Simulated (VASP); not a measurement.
Here is a VASP 6.6.1 calculation.

INCAR

```
PREC = Accurate
ENCUT = 520
EDIFF = 1E-6
ISMEAR = 0
SIGMA = 0.1
LREAL = F
LASPH = T
NELM = 80
ALGO = Normal
ISIF = 2
LWAVE = F
LCHARG = T
GGA = PE
LELF = T
LVHAR = T
NBANDS = 38
```

KPOINTS

```
regular mesh
0
Gamma
  6 6 4
```

Contents of POSCAR:

```
Hf5F
1.0
    4.5351686600      0.0000000000      0.0000000000
   -2.2675843300      3.9275712700      0.0000000000
    0.0000000000      0.0000000000      6.8343748600
Hf F
5 1
Direct
    0.3333333300      0.6666666700      0.6932971100
    0.3333333300      0.6666666700      0.3067028900
    0.6666666700      0.3333333300      0.3067028900
    0.6666666700      0.3333333300      0.6932971100
    0.0000000000      0.0000000000      0.0000000000
    0.0000000000      0.0000000000      0.5000000000
```

Potentials or basis: VASP PAW PBE potentials, release 64 (Hf_pv, F).

Run with:

```sh
$ cat potpaw_PBE.64/Hf_pv/POTCAR potpaw_PBE.64/F/POTCAR > POTCAR
$ mpirun -np 1 vasp_std > vasp.out
```

Question: Predict the largest force.

Answer: 3.436 eV/Å.

Question: What does it give for the band gap on the k mesh?

Answer: Zero (an odd number of electrons rules out a gap without spin polarisation).

Question: Predict the pressure.

Answer: 11.7 GPa.

Forces on the atoms (eV/Å):
```
Hf   0.000  0.000  3.436
Hf   0.000  0.000 -3.436
Hf   0.000  0.000 -3.436
Hf   0.000  0.000  3.436
Hf   0.000  0.000  0.000
F    0.000  0.000  0.000
```

Caveat: the cell stands under pressure; spin-orbit coupling is left out, which moves the levels of the heavy elements; an odd number of electrons without spin polarisation forces a metal; a magnetic or distorted state may lie lower.
